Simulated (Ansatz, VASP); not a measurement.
## P in VASP and in Ansatz

```
P
1.0
     1.25303   -2.40150    0.00000
     1.25303    2.40150    0.00000
     0.00000    0.00000    2.45604
P
1
Direct
  0.00000 0.00000 0.00000
```

Alike in both runs: functional PBE; k mesh 24 × 24 × 22; occupations gaussian, width 0.1 eV; no spin polarisation.

Ansatz relaxed the structure, and its values are those at the end. VASP's run is a single point on that final structure, the one shown.

|  | VASP | Ansatz |
| --- | --- | --- |
| version | VASP 6.6.1 | Ansatz 0.2.0 |
| potentials or method | VASP PAW PBE potentials, release 64 (P), cutoff 520 eV | scalar-relativistic, plane waves, PAW |
| valence electrons in the cell | 5 | 5 |

VASP gave:

| Item | Value |
| --- | --- |
| gap on the k mesh at the Fermi level (eV) | none |
| pressure (GPa) | -0.2 |

Question: What did Ansatz give for the same quantities?

Answer: gap on the k mesh at the Fermi level (eV): none; pressure (GPa): 0.0.

A gap of «none» marks a metal or a gap that the smearing closes.
